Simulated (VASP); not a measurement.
A run of VASP 6.6.1:

The input INCAR:

```
SYSTEM = PtF3
PREC     = Accurate       ! precision mode
ENCUT    = 520            ! plane-wave cutoff, eV
EDIFF    = 1E-6           ! SCF threshold, eV
ISMEAR   = 0              ! smearing method
SIGMA    = 0.1            ! smearing width, eV
LREAL    = .False.        ! projectors in reciprocal space
LASPH    = .True.         ! aspherical terms in the spheres
NELM     = 150            ! most SCF steps
ALGO     = Normal         ! electronic algorithm
ISIF     = 2              ! what is computed and relaxed
LWAVE    = .False.        ! write WAVECAR
LCHARG   = .False.        ! write CHGCAR
ISPIN    = 2              ! spin polarisation
MAGMOM   = 1.87 0.39 0.39 0.39 ! initial moments
LORBIT   = 11             ! projections on sites
LMAXMIX  = 4              ! l up to which the mixer works
GGA      = PE             ! functional
NBANDS   = 28             ! bands
```

KPOINTS

```
regular mesh
0
Gamma
  14 14 14
  0 0 0
```

POSCAR

```
PtF3
1.0
    3.5070229801      0.0000000000      0.0000000000
    0.0000000000      3.5070229801      0.0000000000
    0.0000000000      0.0000000000      3.5070229801
Pt F
1 3
Direct
    0.0000000000      0.0000000000      0.0000000000
    0.0000000000      0.5000000000      0.5000000000
    0.5000000000      0.0000000000      0.5000000000
    0.5000000000      0.5000000000      0.0000000000
```

Potentials or basis: VASP PAW PBE potentials, release 64 (Pt, F).

Command:

```console
$ cat potpaw_PBE.64/Pt/POTCAR potpaw_PBE.64/F/POTCAR > POTCAR
$ mpirun -np 1 vasp_std > vasp.out
```

Hardware: 1 thread of Oxide Virtual Turin-like Processor (shared host).

Question: How long does it take, and how much memory?

Answer: Wall time 5.2 min on 1 thread of Oxide Virtual Turin-like Processor, with other jobs on the host, peak memory 0.29 GiB. Counts: scf iterations 17, k points 120.
